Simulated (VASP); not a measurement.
Write the native input for VASP 6.6.1 that does the following.

```
Task                   : single point
Functional             : PBE
Dispersion             : D4
Potentials or basis    : VASP PAW PBE potentials, release 64 (C)
Cutoff                 : 520 eV
k mesh                 : 10 × 10 × 10
Occupations            : gaussian, width 0.02 eV
Spin                   : no spin polarisation
Dipole correction      : no
Further INCAR settings : ALGO = Normal; EDIFF = 1e-06; NBANDS = 21; ISYM = 0
```

The structure of C lies in POSCAR:

```
C
1.0
    0.0000000000      1.7858181871     -1.7858181871
    3.5716363742      0.0000000000      0.0000000000
   -1.7858181871     -3.5716363742     -1.7858181871
C
6
Direct
    0.1666666667      0.4166666667      0.3333333333
    0.5000000000      0.7500000000      0.0000000000
    0.8333333333      0.0833333333      0.6666666667
    0.3333333333      0.3333333333      0.6666666667
    0.6666666667      0.6666666667      0.3333333333
    1.0000000000      0.0000000000      1.0000000000
```

One way to write it, as run:

INCAR

```
SYSTEM = C
ALGO     = Normal         ! electronic algorithm
EDIFF    = 1E-6           ! SCF threshold, eV
ENCUT    = 520            ! plane-wave cutoff, eV
GGA      = PE             ! functional
ISIF     = 2              ! what is computed and relaxed
ISMEAR   = 0              ! smearing method
ISYM     = 0            
IVDW     = 13             ! dispersion correction
LASPH    = .TRUE.         ! aspherical terms in the spheres
LCHARG   = .FALSE.        ! write CHGCAR
LREAL    = .FALSE.        ! projectors in reciprocal space
LWAVE    = .FALSE.        ! write WAVECAR
NBANDS   = 21             ! bands
NELM     = 100            ! most SCF steps
PREC     = Accurate       ! precision mode
SIGMA    = 0.02           ! smearing width, eV
```

KPOINTS

```
k-points
0
G
  10 10 10
  0 0 0
```

Potentials or basis: VASP PAW PBE potentials, release 64 (C).

Launch:

```sh
$ cat potpaw_PBE.64/C/POTCAR > POTCAR
$ mpirun -np 1 vasp_std > vasp.out
```

Results of the run:

```yaml
Pressure: -4.6 GPa
Band_gap_on_the_k_mesh: 4.16 eV
Dispersion_energy_per_atom: -0.212 eV
```

Caveat: the cell stands under tension.

It took 8.4 min on 1 thread of Intel Xeon 8259CL, on a shared host, peak memory 0.34 GiB.
